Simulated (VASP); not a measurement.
SiC5: single point with r2SCAN

SiC5:

```
C Si
1.0
     2.77817    0.00000    0.00000
    -1.38908    2.40597    0.00000
     0.00000    0.00000    6.87742
C Si
5 1
Cartesian
  0.0000 0.0000 -0.1919
  1.3891 0.8020 4.6056
  0.0000 1.6040 2.5147
  1.3891 0.8020 6.1641
  0.0000 1.6040 4.0780
  0.0000 0.0000 1.7424
```

This cell differs from its parent crystal: volume changed by +6%.

* Program: VASP 6.6.1
* Task: single point
* Functional: r2SCAN
* Potentials or basis: VASP PAW PBE potentials, release 64 (C, Si)
* Cutoff: 520 eV
* k mesh: 9 × 9 × 4
* Occupations: gaussian, width 0.01 eV
* Spin: no spin polarisation

```yaml
Pressure: -17.1 GPa
Largest_force: 0.538 eV/Å
Band_gap_on_the_k_mesh: 1.84 eV, indirect (least direct gap 3.58 eV)
```

Forces in eV/Å, atoms in the order of the input:
```
C    0.000  0.000  0.098
C    0.000  0.000  0.208
C    0.000  0.000 -0.362
C    0.000  0.000 -0.279
C    0.000  0.000 -0.202
Si   0.000  0.000  0.538
```

Stress tensor (GPa, compression positive):
```
-16.15   0.00   0.00
  0.00 -16.15   0.00
  0.00   0.00 -18.90
```

Levels at points of the mesh, in eV from the valence-band top:
| k point | band 8 | band 9 | band 10 | band 11 | band 12 | band 13 | band 14 | band 15 | band 16 | band 17 |
| --- | --- | --- | --- | --- | --- | --- | --- | --- | --- | --- |
| (0.00, 0.00, 0.00) | -2.28 | -2.28 | -1.36 | 0.00 | 0.00 | 4.17 | 4.39 | 4.49 | 4.49 | 4.82 |
| (0.00, 0.00, 0.50) | -3.57 | -2.20 | -2.20 | -0.15 | -0.15 | 4.13 | 4.74 | 4.81 | 4.81 | 5.16 |

It took 3.3 min on 1 thread of AMD EPYC 9R45 (Zen 5) (shared host), peak memory 0.15 GiB.

Caveat: the PAW data sets were made with another functional, which shifts forces and pressure a little. A k mesh can miss the band edges.
